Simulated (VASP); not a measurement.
# NiO2 (P-3m1) in VASP: a series of runs

The runs below take NiO2 through single point, with LDA.

All numbers are computed with VASP 6.6.1; they aren't measurements. Logs are shortened: lines on timing, memory, paths and dates and some standing lists are left out, and cuts for length are marked.

## 1. The cell of the first run

Symmetry: P-3m1, No. 164, trigonal system. Conventional cell: a = 2.724 Å, b = 2.724 Å, c = 4.327 Å, α = 90.00°, β = 90.00°, γ = 120.00°. Within 2.5 Å of Ni (site symmetry -3m) lie 6 O at 1.92 Å. Within 2.5 Å of O (site symmetry 3m) lie 3 Ni at 1.92 Å.

## 2. Single point, LDA (c/a of the conventional cell at fixed volume 1.5884)

Input file INCAR:

```
PREC     = Accurate       # precision mode
ENCUT    = 520            # plane-wave cutoff, eV
EDIFF    = 1E-7           # SCF threshold, eV
ISMEAR   = 0              # smearing method
SIGMA    = 0.05           # smearing width, eV
LREAL    = False          # projectors in reciprocal space
LASPH    = True           # aspherical terms in the spheres
NELM     = 60             # most SCF steps
ALGO     = Normal         # electronic algorithm
ISIF     = 2              # what is computed and relaxed
LWAVE    = False          # write WAVECAR
LCHARG   = True           # write CHGCAR
LELF     = True           # ELF
LVHAR    = True         
NBANDS   = 18             # bands
```

Input file KPOINTS:

```
Automatic mesh
0
Gamma
  12 12 6
```

Input file POSCAR:

```
NiO2
1.0
    2.7239885620      0.0000000000      0.0000000000
   -1.3619942810      2.3590432943      0.0000000000
    0.0000000000      0.0000000000      4.3267834318
Ni O
1 2
Direct
    0.0000000000      0.0000000000      0.5000000000
    0.6666666667      0.3333333333      0.7542852723
    0.3333333333      0.6666666667      0.2457147277
```

Potentials or basis: VASP PAW LDA potentials, release 64 (Ni, O).

Run with:

```sh
cat potpaw_LDA.64/Ni/POTCAR potpaw_LDA.64/O/POTCAR > POTCAR
mpirun -np 1 vasp_std > vasp.out
```

OUTCAR:

```text
PREC = Accurate
   ENCUT = 520
   EDIFF = 1E-7
   ISMEAR = 0
   LREAL = False
   LASPH = True
   NELM = 60
   ISIF = 2

 ion  position               nearest neighbor table
   1  0.000  0.000  0.500-   2 1.92   3 1.92   3 1.92   2 1.92   2 1.92   3 1.92
   2  0.667  0.333  0.754-   1 1.92   1 1.92   1 1.92
   3  0.333  0.667  0.246-   1 1.92   1 1.92   1 1.92

  LATTYP: Found a hexagonal cell.
 ALAT       =     2.7239885620
 C/A-ratio  =     1.5884000000

  Lattice vectors:

 A1 = (   2.7239885620,   0.0000000000,   0.0000000000)
 A2 = (  -1.3619942810,   2.3590432943,   0.0000000000)
 A3 = (   0.0000000000,   0.0000000000,   4.3267834318)

Analysis of symmetry for initial positions (statically):
=====================================================================
 Subroutine PRICEL returns:
 Original cell was already a primitive cell.

 Routine SETGRP: Setting up the symmetry group for a
 hexagonal supercell.

 Subroutine GETGRP returns: Found 12 space group operations
 (whereof 12 operations were pure point group operations)
 out of a pool of 24 trial point group operations.

The static configuration has the point symmetry D_3d.

Analysis of symmetry for dynamics (positions and initial velocities):
=====================================================================
 Subroutine PRICEL returns:
 Original cell was already a primitive cell.

 Routine SETGRP: Setting up the symmetry group for a
 hexagonal supercell.

 Subroutine GETGRP returns: Found 12 space group operations
 (whereof 12 operations were pure point group operations)
 out of a pool of 24 trial point group operations.

The dynamic configuration has the point symmetry D_3d.

 Subroutine INISYM returns: Found 12 space group operations
 (whereof 12 operations are pure point group operations),
 and found     1 'primitive' translations

----------------------------------------------------------------------------------------

                                     Primitive cell

  volume of cell :      27.8039

  direct lattice vectors                    reciprocal lattice vectors
     2.723988562  0.000000000  0.000000000     0.367108737  0.211950328  0.000000000
    -1.361994281  2.359043294  0.000000000     0.000000000  0.423900656  0.000000000
[... 79 lines left out ...]
   ISTART =      0    job   : 0-new  1-cont  2-samecut
   ICHARG =      2    charge: 1-file 2-atom 10-const
   ISPIN  =      1    spin polarized calculation?
   LNONCOLLINEAR =      F non collinear calculations
   LSORBIT =      F    spin-orbit coupling
   LASPH  =      T    aspherical Exc in radial PAW
   ENCUT  =  520.0 eV  38.22 Ry    6.18 a.u.   5.06  5.06  8.04*2*pi/ulx,y,z
   NELM   =     60;   NELMIN=  2; NELMDL= -5     # of ELM steps
   EDIFF  = 0.1E-06   stopping-criterion for ELM
   LREAL  =      F    real-space projection
   EDIFFG = 0.1E-05   stopping-criterion for IOM
   NSW    =      0    number of steps for IOM
   IBRION =     -1    ionic relax: 0-MD 1-quasi-New 2-CG
   NFREE  =      0    steps in history (QN), initial steepest desc. (CG)
   ISIF   =      2    stress and relaxation
   ISYM   =      2    0-nonsym 1-usesym 2-fastsym
   POTIM  = 0.5000    time-step for ionic-motion
   TEBEG  =    0.0;   TEEND  =   0.0 temperature during run
   PSTRESS=    0.0 pullay stress
   NELECT =      22.0000    total number of electrons
   NUPDOWN=      -1.0000    fix difference up-down
   EMIN   =  10.00;   EMAX   =-10.00  energy-range for DOS
   EFERMI =   0.00;   METHOD = LEGACY
   ISMEAR =     0;   SIGMA  =   0.05  broadening in eV -4-tet -1-fermi 0-gaus
   EFERMI_NEDOS =   21; number of points for ismear=-14 and -15
   IALGO  =     38    algorithm
   IMIX   =      4    mixing-type and parameters
     AMIX     =   0.40;   BMIX     =  1.00
     AMIX_MAG =   1.60;   BMIX_MAG =  1.00
  volume/ion in A,a.u.               =       9.27        62.54
  Fermi-wavevector in a.u.,A,eV,Ry     =   1.514190  2.861404 31.195034  2.292770
  Thomas-Fermi vector in A             =   2.623880
   LORBIT       =      0    0 simple, 1 ext, 2 COOP (PROOUT), +10 PAW based schemes
   GGA     = CA    functional components
   LHFCALC =     F    Hartree Fock is set to
   AEXX    =    0.0000 exact exchange contribution
   IVDW    =     0    specifies the selected vdW correction
   LEPSILON=     F    determine dielectric tensor
   LRPA    =     F    only Hartree local field effects (RPA)
 non-spin polarized calculation
 Gauss-broadening in eV      SIGMA  =   0.05
  energy-cutoff  :      520.00
  volume of cell :       27.80
 maximum number of plane-waves:       768
   NGX = 11   NGY = 11   NGZ = 17

 number of electron      21.9999991 magnetization

 Free energy of the ion-electron system (eV)
  ---------------------------------------------------
  ext. energy  EPLUGINS =         0.00000000
  ---------------------------------------------------
  free energy    TOTEN  =       -19.69000226 eV

  energy without entropy =      -19.69000226  energy(sigma->0) =      -19.69000226

 E-fermi :   4.0960     XC(G=0): -12.3922

 val. band max:        3.8573490621   @ k =   0.1667  -0.0000   0.3333
 cond. band min:       4.3200407632   @ k =   0.2500  -0.0000   0.3333
 fundamental gap:      0.4626917011
 Fermi energy:         4.0960031648

 k-point     1 :       0.0000    0.0000    0.0000
  band No.  band energies     occupation
      1     -15.3937      2.00000
      2     -13.1622      2.00000
      3      -2.6351      2.00000
      4      -0.9090      2.00000
      5      -0.9090      2.00000
      6       1.7502      2.00000
[... 481 lines left out ...]
      5      -0.7132      2.00000
      6       0.8101      2.00000
[... 10 lines left out ...]
     17      21.6066      0.00000
     18      24.5091      0.00000

 [... further k-points ...]
[... 5 lines left out ...]
  --------------------------------------------------------------------------------------
  -------------------------------------------------------------------------------------
  Total       -1.8178675     -1.8178675     -5.7174923     -0.0000000      0.0000000      0.0000000
  in kB     -104.7529948   -104.7529948   -329.4654054     -0.0000000      0.0000000      0.0000000
  external PRESSURE =    -179.6571317 kB  Pullay stress =       0.0000000 kB

 VOLUME and BASIS-vectors are now :
 -----------------------------------------------------------------------------
  energy-cutoff  :      520.00
  volume of cell :       27.80
      direct lattice vectors                 reciprocal lattice vectors
     2.723988562  0.000000000  0.000000000     0.367108737  0.211950328  0.000000000
    -1.361994281  2.359043294  0.000000000     0.000000000  0.423900656  0.000000000
     0.000000000  0.000000000  4.326783432     0.000000000  0.000000000  0.231118570

 POSITION                                       TOTAL-FORCE (eV/Angst)
 -----------------------------------------------------------------------------------
      0.00000      0.00000      2.16339         0.000000      0.000000      0.000000
      1.36199      0.78635      3.26363        -0.000000      0.000000     -2.684547
     -0.00000      1.57270      1.06315         0.000000     -0.000000      2.684547
 -----------------------------------------------------------------------------------
    total drift:                                0.000000     -0.000000      0.000000

  FREE ENERGIE OF THE ION-ELECTRON SYSTEM (eV)
  ---------------------------------------------------
  free  energy   TOTEN  =       -19.6900022587 eV

  energy  without entropy=      -19.6900022587  energy(sigma->0) =      -19.69000226
```

stdout:

```text
POSCAR found type information on POSCAR NiO
 POSCAR found :  2 types and       3 ions
 scaLAPACK will be used
 LDA part: xc-table for (Slater(with rela. corr.)+CA(PZ))
 , standard interpolation
 POSCAR, INCAR and KPOINTS ok, starting setup
 FFT: planning ... GRIDC
 FFT: planning ... GRID_SOFT
 FFT: planning ... GRID
 WAVECAR not read
 entering main loop
```

Run time: 35 s. Hardware: 1 thread of Intel Xeon Platinum 8375C at 2.90GHz (Ice Lake), shared host; peak memory 0.15 GiB.

Results:

| Property | Result |
| --- | --- |
| Free energy | -19.6900 eV |
| Pressure | -18.0 GPa |
| Largest force | 2.685 eV/Å |
| Band gap on the k mesh | 0.46 eV, indirect (least direct gap 0.50 eV) |

Forces in eV/Å, atoms in the order of the input:
```
Ni   0.000  0.000  0.000
O    0.000  0.000 -2.685
O    0.000  0.000  2.685
```

Caveat: forces of over 1 eV/Å act on the atoms, so gaps and moduli don't describe the material at rest.

## 3. Single point, LDA (c/a of the conventional cell at fixed volume 1.7203)

Input file INCAR:

```
ALGO     = Normal         # electronic algorithm
EDIFF    = 1E-6           # SCF threshold, eV
ENCUT    = 520            # plane-wave cutoff, eV
ISIF     = 2              # what is computed and relaxed
ISMEAR   = 0              # smearing method
LASPH    = T              # aspherical terms in the spheres
LCHARG   = F              # write CHGCAR
LREAL    = F              # projectors in reciprocal space
LWAVE    = F              # write WAVECAR
NBANDS   = 18             # bands
NELM     = 80             # most SCF steps
PREC     = Accurate       # precision mode
SIGMA    = 0.05           # smearing width, eV
```

Input file KPOINTS:

```
k-points
0
Gamma
  12 12 6
```

Input file POSCAR:

```
NiO2
1.0
    2.6525108924      0.0000000000      0.0000000000
   -1.3262554462      2.2971418167      0.0000000000
    0.0000000000      0.0000000000      4.5631144882
Ni O
1 2
Direct
    0.0000000000      0.0000000000      0.5000000000
    0.6666666667      0.3333333333      0.7305104846
    0.3333333333      0.6666666667      0.2694895154
```

Potentials or basis: VASP PAW LDA potentials, release 64 (Ni, O).

Run with:

```sh
cat potpaw_LDA.64/Ni/POTCAR potpaw_LDA.64/O/POTCAR > POTCAR
mpirun -np 1 vasp_std > vasp.out
```

Wall time 40 s (1 thread of Intel Xeon Platinum 8375C at 2.90GHz (Ice Lake), shared host); peak memory 0.16 GiB.

Results (log left out):

| Item | Value |
| --- | --- |
| Free energy | -19.9050 eV |
| Pressure | -0.1 GPa |
| Largest force | 1.413 eV/Å |
| Band gap on the k mesh | 0.84 eV, indirect (least direct gap 0.93 eV) |

Forces on the atoms (eV/Å):
```
Ni   0.000  0.000  0.000
O    0.000  0.000 -1.413
O    0.000  0.000  1.413
```

Stress tensor (GPa, compression positive):
```
  8.86   0.00   0.00
  0.00   8.86   0.00
  0.00   0.00 -17.90
```

Levels at points of the mesh, in eV from the valence-band top:
```tsv
k point	band 8	band 9	band 10	band 11	band 12	band 13	band 14	band 15
(0.00, 0.00, 0.00)	-0.91	-0.79	-0.74	-0.74	2.14	2.14	8.27	11.77
(0.50, 0.00, 0.00)	-2.32	-1.92	-1.57	-0.81	1.78	2.12	12.24	14.10
(0.00, 0.00, 0.50)	-2.26	-0.81	-0.81	-0.31	2.21	2.21	10.05	11.04
(0.50, 0.00, 0.50)	-2.06	-1.80	-1.57	-0.89	1.84	1.96	11.49	13.30
```

Caveat: forces of over 1 eV/Å act on the atoms, so gaps and moduli don't describe the material at rest. Spin polarisation is off, so any magnetic state and its effect on volume and gap are missing.

## 4. Single point, LDA (c/a of the conventional cell at fixed volume 1.3245)

Input file INCAR:

```
PREC = Accurate
ENCUT = 520
EDIFF = 1E-6
ISMEAR = 0
SIGMA = 0.05
LREAL = F
LASPH = T
NELM = 80
ALGO = Normal
ISIF = 2
LWAVE = F
LCHARG = T
GGA = CA
LELF = T
LVHAR = T
NBANDS = 18
```

Input file KPOINTS:

```
Automatic mesh
0
Gamma
  12 12 6
```

Input file POSCAR:

```
NiO2
1.0
    2.8940625823      0.0000000000      0.0000000000
   -1.4470312911      2.5063317164      0.0000000000
    0.0000000000      0.0000000000      3.8331858902
Ni O
1 2
Direct
    0.0000000000      0.0000000000      0.5000000000
    0.6666666667      0.3333333333      0.7067356968
    0.3333333333      0.6666666667      0.2932643032
```

Run with:

```sh
cat potpaw_LDA.64/Ni/POTCAR potpaw_LDA.64/O/POTCAR > POTCAR
mpirun -np 1 vasp_std > vasp.out
```

It took 40 s on 1 thread of Intel Xeon Platinum 8375C at 2.90GHz (Ice Lake), shared host; peak memory 0.16 GiB.

Results (log left out):

```
Free energy            : -19.9306 eV
Pressure               : -1.6 GPa
Largest force          : 1.223 eV/Å
Band gap on the k mesh : 0.40 eV, indirect (least direct gap 0.75 eV)
```

Forces on the atoms (eV/Å):
```
Ni   0.000  0.000  0.000
O    0.000  0.000  1.223
O    0.000  0.000 -1.223
```

Stress tensor (GPa, compression positive):
```
-8.03  0.00  0.00
 0.00 -8.03  0.00
 0.00  0.00 11.39
```

Levels at points of the mesh, in eV from the valence-band top:
```tsv
k point	band 7	band 8	band 9	band 10	band 11	band 12	band 13	band 14	band 15	band 16
(0.00, 0.00, 0.00)	-2.40	-1.62	-1.62	-0.60	-0.34	1.91	1.91	7.58	10.62	17.98
(0.50, 0.00, 0.00)	-4.03	-2.40	-2.24	-2.10	-1.19	0.98	2.10	11.96	12.64	14.01
(0.00, 0.00, 0.50)	-2.42	-2.42	-1.76	-1.76	-0.02	2.06	2.06	9.66	10.59	16.88
(0.50, 0.00, 0.50)	-3.57	-2.26	-2.02	-1.28	-1.09	0.98	1.85	10.63	12.87	15.14
```

Caveat: forces of over 1 eV/Å act on the atoms, so gaps and moduli don't describe the material at rest. Spin polarisation is off, so any magnetic state and its effect on volume and gap are missing.

## 5. Single point, LDA (c/a of the conventional cell at fixed volume 1.7203)

Input file INCAR:

```
SYSTEM = NiO2
PREC = Accurate ; ENCUT = 520
EDIFF = 1E-7 ; ISMEAR = 0
SIGMA = 0.05 ; LREAL = .False.
LASPH = .True. ; NELM = 60
ALGO = Normal ; ISIF = 2
LWAVE = .False. ; LCHARG = .False.
NBANDS = 18
```

Input file KPOINTS:

```
Automatic mesh
0
Gamma
  12 12 6
  0 0 0
```

Input file POSCAR:

```
NiO2
1.0
    2.6525108924      0.0000000000      0.0000000000
   -1.3262554462      2.2971418167      0.0000000000
    0.0000000000      0.0000000000      4.5631144882
Ni O
1 2
Direct
    0.0000000000      0.0000000000      0.5000000000
    0.6666666667      0.3333333333      0.7067356968
    0.3333333333      0.6666666667      0.2932643032
```

Run with:

```sh
cat potpaw_LDA.64/Ni/POTCAR potpaw_LDA.64/O/POTCAR > POTCAR
mpirun -np 1 vasp_std > vasp.out
```

Run time: 40 s. Hardware: 1 thread of Intel Xeon Platinum 8375C at 2.90GHz (Ice Lake), shared host; peak memory 0.16 GiB.

It converged, with:

| Quantity | Value |
| --- | --- |
| Free energy | -19.9775 eV |
| Pressure | 20.3 GPa |
| Largest force | 0.849 eV/Å |
| Band gap on the k mesh | 1.03 eV, indirect (least direct gap 1.26 eV) |

Forces on the atoms (eV/Å):
```
Ni   0.000  0.000  0.000
O    0.000  0.000  0.849
O    0.000  0.000 -0.849
```

Stress tensor (GPa, compression positive):
```
26.50  0.00  0.00
 0.00 26.50  0.00
 0.00  0.00  7.95
```

Levels at points of the mesh, in eV from the valence-band top:
```tsv
k point	band 7	band 8	band 9	band 10	band 11	band 12	band 13	band 14	band 15	band 16
(0.00, 0.00, 0.00)	-2.58	-1.16	-1.16	-1.10	-0.61	2.48	2.48	8.56	11.76	15.39
(0.50, 0.00, 0.00)	-3.02	-2.66	-1.99	-1.97	-1.10	1.87	2.39	12.98	14.01	14.74
(0.00, 0.00, 0.50)	-2.59	-2.59	-1.20	-1.20	-0.11	2.52	2.52	10.63	11.04	13.89
(0.50, 0.00, 0.50)	-2.93	-2.04	-1.99	-1.96	-1.21	1.90	2.30	11.97	13.72	15.51
```

## 6. The runs side by side

| cell | gap on the mesh (eV) | pressure (GPa) | largest force (eV/Å) |
| --- | --- | --- | --- |
| a = 2.724, b = 2.724, c = 4.327 Å, angles 90.0, 90.0, 120.0°, 3 atoms | 0.46 | -18.0 | 2.68 |
| a = 2.653, b = 2.653, c = 4.563 Å, angles 90.0, 90.0, 120.0°, 3 atoms | 1.03 | 20.3 | 0.85 |
| a = 2.894, b = 2.894, c = 3.833 Å, angles 90.0, 90.0, 120.0°, 3 atoms | 0.40 | -1.6 | 1.22 |

Some of these runs hold the atoms at other places in the same cell, which the table doesn't show; runs alike in all that it shows share one row.

Alike in all rows: task single point; level LDA; potentials or basis VASP PAW LDA potentials, release 64 (Ni, O); no spin polarisation; k mesh 12 × 12 × 6; cutoff (eV) 520; smearing gaussian 0.05 eV.

Caveats: forces of over 1 eV/Å act on the atoms, so gaps and moduli don't describe the material at rest (some runs).

Total energies depend on the potentials used, so only differences within one code and one set of settings carry meaning.
